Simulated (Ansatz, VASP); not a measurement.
**Mg in VASP and in Ansatz**

POSCAR

```
Mg
1.0
    3.1362963627      0.0000000000      0.0000000000
   -1.5681481813      2.7161123239      0.0000000000
    0.0000000000      0.0000000000      5.0871941387
Mg
2
Direct
    0.3333333333      0.6666666667      0.2500000000
    0.6666666667      0.3333333333      0.7500000000
```

Contents of INCAR.step1:

```
SYSTEM = Mg
PREC     = Accurate       ! precision mode
ENCUT    = 520            ! plane-wave cutoff, eV
ISMEAR   = -1             ! smearing method
SIGMA    = 0.1            ! smearing width, eV
LREAL    = .FALSE.        ! projectors in reciprocal space
LASPH    = .TRUE.         ! aspherical terms in the spheres
NELM     = 100            ! most SCF steps
NBANDS   = 9              ! bands
GGA      = PE             ! functional
ALGO     = Normal         ! electronic algorithm
EDIFF    = 1E-4           ! SCF threshold, eV
LWAVE    = .TRUE.         ! write WAVECAR
LCHARG   = .FALSE.        ! write CHGCAR
```

The input INCAR.step2:

```
SYSTEM = Mg
PREC     = Accurate       ! precision mode
ENCUT    = 520            ! plane-wave cutoff, eV
EDIFF    = 1E-6           ! SCF threshold, eV
ISMEAR   = -1             ! smearing method
SIGMA    = 0.1            ! smearing width, eV
LREAL    = .FALSE.        ! projectors in reciprocal space
LASPH    = .TRUE.         ! aspherical terms in the spheres
NELM     = 100            ! most SCF steps
ALGO     = Normal         ! electronic algorithm
ISIF     = 2              ! what is computed and relaxed
LWAVE    = .FALSE.        ! write WAVECAR
LCHARG   = .FALSE.        ! write CHGCAR
METAGGA  = R2SCAN         ! meta-GGA
LMIXTAU  = .TRUE.       
NBANDS   = 9              ! bands
ISTART   = 1
```

KPOINTS

```
Automatic mesh
0
G
  19 19 10
  0 0 0
```

Input for Ansatz:

```yaml
crystal:
  lattice:
    - [3.1362963627, 0.0, 0.0]
    - [-1.5681481813, 2.7161123239, 0.0]
    - [0.0, 0.0, 5.0871941387]
  atoms:
    - { symbol: Mg, position: [0.3333333333, 0.6666666667, 0.25] }
    - { symbol: Mg, position: [0.6666666667, 0.3333333333, 0.75] }
hamiltonian:
  xc: r2scan
  pseudopotentials:
    kind: paw
    azcp:
      Mg: "pseudopotentials/Mg.paw.azcp"
basis:
  ecutwfc: 500
  fft_grid_basis: typed
kpoints:
  mp_grid: { grid: [19, 19, 10], shift: [0, 0, 0] }
magnetization:
  spin_polarized: false
scf:
  occupations: { method: fermi_dirac, width: 0.1 }
output:
  stress: true
```

Alike in both runs: task single point; functional r2SCAN; k mesh 19 × 19 × 10; occupations fermi-dirac, width 0.1 eV; no spin polarisation.

|  | VASP | Ansatz |
| --- | --- | --- |
| version | VASP 6.6.1 | Ansatz 0.2.0 |
| potentials or method | VASP PAW PBE potentials, release 64 (Mg), cutoff 520 eV | plane waves (500 eV) with PAW, scalar-relativistic |
| valence electrons in the cell | 4 | 20 |

VASP gave:

```
pressure (GPa)                                                : 1.5
traceless stress, the component that is largest in VASP (GPa) : -0.12
```

Question: Which values does Ansatz return?

Answer: Pressure (GPa): 1.8; traceless stress, the component that is largest in VASP (GPa): -0.12.

VASP's potentials were made for PBE, not for r2SCAN. VASP's potentials hold 4 valence electrons a cell and Ansatz's 20, so a difference there can come from the potentials and not from the codes.
